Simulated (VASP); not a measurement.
# Ga12BO18 (a cell with a defect) (B interstitial hop between voids) in VASP: single point with PBE0

Aim: the single point of Ga12BO18 (a cell with a defect) (B interstitial hop between voids) with PBE0.

Everything below comes from runs of VASP 6.6.1. Logs are shortened: lines on timing, memory, paths and dates and some standing lists are left out, and cuts for length are marked.

**1. The cell of the first run**

The cell holds a defect, 31 atoms: a = 9.250 Å, b = 5.877 Å, c = 6.416 Å, α = 103.29°, β = 103.90°, γ = 90.00°.

**2. Single point, PBE0**

File POSCAR:

```
Ga12BO18
1.0
    0.0000000000      9.2496621800      0.0000000000
   -1.3977182400      0.0000000000      5.7085775500
    6.2279771500     -1.5416103600      0.0067278600
Ga O B
12 18 1
Direct
    0.1119061800      0.6478645100      0.6829747300
    0.2281662200      0.3293857700      0.3179316500
    0.3093818100      0.2333482300      0.8408890000
    0.0202363300      0.7478975900      0.1434301100
    0.4572549900      0.6680247700      0.6804491900
    0.5510448800      0.3038448100      0.3117286100
    0.6368853400      0.1953893700      0.8157242600
    0.3614792700      0.8002497400      0.1798260100
    0.7619363100      0.6649920700      0.6688230100
    0.8723212200      0.3222209300      0.3129737800
    0.9699794400      0.2252400100      0.8334636200
    0.6915891400      0.7978951800      0.1714199900
    0.1656460800      0.7560253800     -0.0056553500
    0.1655052900      0.2771131900      1.0020231500
    0.2799566900      0.4499124100      0.6547075400
    0.0532226800      0.5434273200      0.3427420400
    0.0574945600      0.0817883600      0.3436040400
    0.2353122100      0.9416355000      0.6227200900
    0.4940797600      0.7525142800     -0.0026555300
    0.5031769400      0.2594301700      0.9934409700
    0.6042230900      0.4213833100      0.6415536900
    0.3890750900      0.5789135500      0.3560495300
    0.3825778200      0.1133687400      0.3154119500
    0.6085148100      0.8876217900      0.6631720200
    0.8268603100      0.7459437700     -0.0119272700
    0.8320027700      0.2442060900      0.9943692800
    0.9325544500      0.4477381100      0.6539988200
    0.7256390300      0.5731865200      0.3473586000
    0.7190250000      0.1076455600      0.3258059000
    0.9803982000      0.9342568300      0.6234819400
    1.0921620200      0.9953059100      0.5301080600
```

File INCAR.step1:

```
PREC     = Accurate       # precision mode
ENCUT    = 520            # plane-wave cutoff, eV
EDIFF    = 1E-5           # SCF threshold, eV
ISMEAR   = -1             # smearing method
SIGMA    = 0.01           # smearing width, eV
LREAL    = Auto         
LASPH    = T              # aspherical terms in the spheres
NELM     = 120            # most SCF steps
ALGO     = Normal         # electronic algorithm
ISIF     = 2              # what is computed and relaxed
LWAVE    = T              # write WAVECAR
LCHARG   = F              # write CHGCAR
GGA      = PE             # functional
NELECT   = 266.0        
NBANDS   = 154            # bands
GGA_COMPAT= F
```

File INCAR.step2:

```
PREC     = Accurate       # precision mode
ENCUT    = 520            # plane-wave cutoff, eV
EDIFF    = 1E-6           # SCF threshold, eV
ISMEAR   = -1             # smearing method
SIGMA    = 0.01           # smearing width, eV
LREAL    = Auto         
LASPH    = T              # aspherical terms in the spheres
NELM     = 120            # most SCF steps
ALGO     = Normal         # electronic algorithm
ISIF     = 2              # what is computed and relaxed
LWAVE    = F              # write WAVECAR
LCHARG   = F              # write CHGCAR
GGA      = PE             # functional
LHFCALC  = T              # exact exchange
AEXX     = 0.25           # exact-exchange fraction
PRECFOCK = Fast         
ISTART   = 1            
NELECT   = 266.0        
NBANDS   = 154            # bands
GGA_COMPAT= F
```

File KPOINTS:

```
Automatic mesh
0
Gamma
  1 1 1
```

Potentials or basis: VASP PAW PBE potentials, release 64 (Ga_d, O, B).

Command:

```sh
cat potpaw_PBE.64/Ga_d/POTCAR potpaw_PBE.64/O/POTCAR potpaw_PBE.64/B/POTCAR > POTCAR
cp INCAR.step1 INCAR
mpirun -np 1 vasp_gam > vasp.out
cp INCAR.step2 INCAR
mpirun -np 1 vasp_gam > vasp.out
```

OUTCAR:

```text
PREC = Accurate
   ENCUT = 520
   EDIFF = 1E-6
   ISMEAR = -1
   LREAL = Auto
   LASPH = T
   NELM = 120
   ISIF = 2
   GGA = PE
   LHFCALC = T
   AEXX = 0.25
   PRECFOCK = Fast
   ISTART = 1
   NELECT = 266.0

 ion  position               nearest neighbor table
   1  0.112  0.648  0.683-  13 1.89  15 1.96  27 1.98  16 2.06  30 2.13  18 2.23  31 2.45
   2  0.228  0.329  0.318-  23 1.91  14 1.92  22 2.02  15 2.05  16 2.06  17 2.21
   3  0.309  0.233  0.841-  20 1.81  14 1.86  15 1.91  18 1.95
   4  0.020  0.748  0.143-  25 1.83  13 1.83  16 1.92  17 2.06  31 2.50
   5  0.457  0.668  0.680-  19 1.92  24 1.94  22 1.97  21 2.00  15 2.03   9 2.84
   6  0.551  0.304  0.312-  23 1.93  29 1.93  20 1.94  21 2.01  28 2.20  22 2.22
   7  0.637  0.195  0.816-  24 1.83  20 1.86  26 1.87  21 1.90
   8  0.361  0.800  0.180-  23 1.83  19 1.87  22 1.89  13 1.89
   9  0.762  0.665  0.669-  24 1.93  25 1.93  28 1.95  21 1.99  27 2.04   5 2.84
  10  0.872  0.322  0.313-  29 1.93  26 1.93  28 2.01  16 2.06  27 2.08  17 2.22
  11  0.970  0.225  0.833-  26 1.81  14 1.86  27 1.91  30 1.94
  12  0.692  0.798  0.171-  29 1.85  19 1.88  25 1.89  28 1.91
  13  0.166  0.756  0.994-   4 1.83   1 1.89   8 1.89
  14  0.166  0.277  0.002-  11 1.86   3 1.86   2 1.92
  15  0.280  0.450  0.655-   3 1.91   1 1.96   5 2.03   2 2.05
  16  0.053  0.543  0.343-   4 1.92   1 2.06   2 2.06  10 2.06
  17  0.057  0.082  0.344-  31 1.37   4 2.06   2 2.21  10 2.22
  18  0.235  0.942  0.623-  31 1.38   3 1.95   1 2.23
  19  0.494  0.753  0.997-   8 1.87  12 1.88   5 1.92
  20  0.503  0.259  0.993-   3 1.81   7 1.86   6 1.94
  21  0.604  0.421  0.642-   7 1.90   9 1.99   5 2.00   6 2.01
  22  0.389  0.579  0.356-   8 1.89   5 1.97   2 2.02   6 2.22
  23  0.383  0.113  0.315-   8 1.83   2 1.91   6 1.93
  24  0.609  0.888  0.663-   7 1.83   9 1.93   5 1.94
  25  0.827  0.746  0.988-   4 1.83  12 1.89   9 1.93
  26  0.832  0.244  0.994-  11 1.81   7 1.87  10 1.93
  27  0.933  0.448  0.654-  11 1.91   1 1.98   9 2.04  10 2.08
  28  0.726  0.573  0.347-  12 1.91   9 1.95  10 2.01   6 2.20
  29  0.719  0.108  0.326-  12 1.85  10 1.93   6 1.93
  30  0.980  0.934  0.623-  31 1.40  11 1.94   1 2.13
  31  0.092  0.995  0.530-  17 1.37  18 1.38  30 1.40   1 2.45   4 2.50

  LATTYP: Found a triclinic cell.
 ALAT       =     5.8771994966
 B/A-ratio  =     1.6412011407
 C/A-ratio  =     2.7541529852
 COS(alpha) =     0.0064926560
 COS(beta)  =     0.5439765005
 COS(gamma) =     0.7621873503

  Lattice vectors:

 A1 = (   1.3977182400,   0.0000000000,  -5.7085775500)
 A2 = (   7.6256953900,  -1.5416103600,  -5.7018496900)
[... 174 lines left out ...]
   NUPDOWN=      -1.0000    fix difference up-down
   EMIN   =  10.00;   EMAX   =-10.00  energy-range for DOS
   EFERMI =   0.00;   METHOD = LEGACY
   ISMEAR =    -1;   SIGMA  =   0.01  broadening in eV -4-tet -1-fermi 0-gaus
   EFERMI_NEDOS =   21; number of points for ismear=-14 and -15
   IALGO  =     38    algorithm
   IMIX   =      1    mixing-type and parameters
     AMIX     =   0.40;   BMIX     =  1.00
     AMIX_MAG =   1.60;   BMIX_MAG =  1.00
  volume/ion in A,a.u.               =      10.61        71.61
  Fermi-wavevector in a.u.,A,eV,Ry     =   1.525212  2.882232 31.650840  2.326271
  Thomas-Fermi vector in A             =   2.633413
   LORBIT       =      0    0 simple, 1 ext, 2 COOP (PROOUT), +10 PAW based schemes
   GGA     = PE    functional components
   LHFCALC =     T    Hartree Fock is set to
   PRECFOCK=fast      Normal, Fast or Accurate (Low or Medium for compatibility)
   ENCUT4O =  -1.0   cutoff for four orbital integrals eV
   NKREDX  =     1    reduce k-point grid by
   NKREDY  =     1    reduce k-point grid by
   NKREDZ  =     1    reduce k-point grid by
   AEXX    =    0.2500 exact exchange contribution
   HFSCREEN=    0.0000 screening length (either q_TF or 0.3 A-1)
   HFSCREENC=   0.0000 screening length for correlation (either q_TF or 0.3 A-1)
   ENCUTFOCK=  -1.0 apply spherical cutoff to Coloumb kernel
   IVDW    =     0    specifies the selected vdW correction
   LEPSILON=     F    determine dielectric tensor
   LRPA    =     F    only Hartree local field effects (RPA)
 non-spin polarized calculation
  energy-cutoff  :      520.00
  volume of cell :      328.94
 maximum number of plane-waves:      4413
 NGX is ok and might be reduce to    70
  NGX = 36; NGY = 24; NGZ = 24

 number of electron     266.0000001 magnetization

 Free energy of the ion-electron system (eV)
  ---------------------------------------------------
  ext. energy  EPLUGINS =         0.00000000
  ---------------------------------------------------
  free energy    TOTEN  =      -251.53193775 eV

  energy without entropy =     -251.53193775  energy(sigma->0) =     -251.53193775

 E-fermi :   5.2598     XC(G=0):  -8.9872

 val. band max:        4.9675339600   @ k =   0.0000   0.0000   0.0000
 cond. band min:       9.3219364444   @ k =   0.0000   0.0000   0.0000
 fundamental gap:      4.3544024845
 Fermi energy:         5.2598168820

 k-point     1 :       0.0000    0.0000    0.0000
  band No.  band energies     occupation
      1     -19.5290      2.00000
      2     -18.1223      2.00000
      3     -18.0562      2.00000
      4     -17.8377      2.00000
      5     -17.5479      2.00000
      6     -17.4792      2.00000
[... 137 lines left out ...]
    144      11.6287      0.00000
    145      11.9306      0.00000
 [bands above 145 left out]

------------------------ aborting loop because EDIFF is reached ----------------------------------------

  FORCE on cell =-STRESS in cart. coord.  units (eV):
  Direction    XX          YY          ZZ          XY          YZ          ZX
  --------------------------------------------------------------------------------------
  -------------------------------------------------------------------------------------
  Total       -9.2629276     -4.1813437      6.9792973     -1.1160760     -0.0648424     -0.7847142
  in kB      -45.1173114    -20.3662375     33.9943417     -5.4361161     -0.3158305     -3.8221389
  external PRESSURE =     -10.4964024 kB  Pullay stress =       0.0000000 kB

 VOLUME and BASIS-vectors are now :
 -----------------------------------------------------------------------------
  energy-cutoff  :      520.00
  volume of cell :      328.94
      direct lattice vectors                 reciprocal lattice vectors
     0.000000000  9.249662180  0.000000000     0.026753887  0.108112056  0.006550563
    -1.397718240  0.000000000  5.708577550    -0.000189185  0.000000000  0.175128666
     6.227977150 -1.541610360  0.006727860     0.160523321  0.000000000  0.039303377

 POSITION                                       TOTAL-FORCE (eV/Angst)
 -----------------------------------------------------------------------------------
      3.34802     -0.01779      3.70298         0.018729      0.000160     -0.103568
      1.51968      1.62033      1.88246        -0.031557      0.113496      0.036162
      4.91088      1.56535      1.33774        -0.009556      0.005123      0.075250
     -0.15207     -0.03393      4.27040        -0.059065     -0.006727      0.010900
      3.30411      3.18047      3.81805        -0.031905      0.138800     -0.084909
      1.51675      4.61641      1.73662         0.045303      0.011129     -0.082333
[... 23 lines left out ...]
      2.57720      8.10719      5.33747         0.075689      0.357780      0.192569
      1.91034      0.03525      5.68535        -0.071581     -0.007499     -0.008741
 -----------------------------------------------------------------------------------
    total drift:                                0.005666      0.007678      0.019497

  FREE ENERGIE OF THE ION-ELECTRON SYSTEM (eV)
  ---------------------------------------------------
  free  energy   TOTEN  =      -251.5319377482 eV

  energy  without entropy=     -251.5319377482  energy(sigma->0) =     -251.53193775
```

Wall time 16 min (1 thread of AMD EPYC 7R13, shared host); peak memory 0.42 GiB.

Results:

| Quantity | Value |
| --- | --- |
| Free energy | -251.5319 eV |
| Largest force | 0.413 eV/Å |

Forces on the atoms (eV/Å):
```
Ga   0.019  0.000 -0.104
Ga  -0.032  0.113  0.036
Ga  -0.010  0.005  0.075
Ga  -0.059 -0.007  0.011
Ga  -0.032  0.139 -0.085
Ga   0.045  0.011 -0.082
Ga   0.007 -0.016 -0.012
Ga  -0.002  0.000  0.039
Ga  -0.018 -0.154 -0.091
Ga  -0.035 -0.123  0.031
Ga   0.012 -0.015  0.035
Ga   0.028  0.019  0.007
O    0.050 -0.034 -0.099
O   -0.083  0.022 -0.045
O    0.051 -0.052  0.019
O   -0.048  0.025  0.015
O    0.182  0.009 -0.178
O    0.076 -0.339  0.201
O    0.090  0.026  0.016
O   -0.113 -0.059 -0.065
O    0.039  0.007  0.049
O   -0.053 -0.039  0.019
O   -0.191  0.029  0.023
O    0.275 -0.006 -0.025
O    0.102  0.017 -0.032
O   -0.116  0.013  0.010
O    0.070  0.057  0.014
O   -0.004  0.007  0.017
O   -0.256 -0.007  0.018
O    0.076  0.358  0.193
B   -0.072 -0.007 -0.009
```

Caveat: the k points lie up to 1.10 Å⁻¹ apart; the cell carries a net charge on a neutralising background, which shifts energy and pressure; the cell is charged against a uniform background, so pressure and absolute levels hang on convention; the PAW data sets were made with another functional, which shifts forces and pressure a little.
